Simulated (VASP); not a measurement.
Crystal: BP.

```
CELL_PARAMETERS angstrom
0.00000 2.26832 2.26832
2.26832 0.00000 2.26832
2.26832 2.26832 0.00000
ATOMIC_POSITIONS crystal
B 0.00000 0.00000 0.00000
P 0.25000 0.25000 0.25000
```

Base run:

- Program: VASP 6.6.1
- Functional: PBE0
- Potentials or basis: VASP PAW PBE potentials, release 64 (B, P)
- Cutoff: 520 eV
- k mesh: 6 × 6 × 6
- Occupations: gaussian, width 0.01 eV
- Spin: no spin polarisation

Its results: band gap on the k mesh 2.79 eV (least direct gap 5.05 eV); pressure -2.0 GPa.

Task: The run is repeated on the same cell with these changes: functional from PBE0 to r2SCAN0. What comes out?

Result: Band gap on the k mesh 2.89 eV (least direct gap 5.16 eV); pressure -2.7 GPa.

Caveats: the PAW data sets were made with another functional, which shifts forces and pressure a little.

A k mesh can miss the band edges.
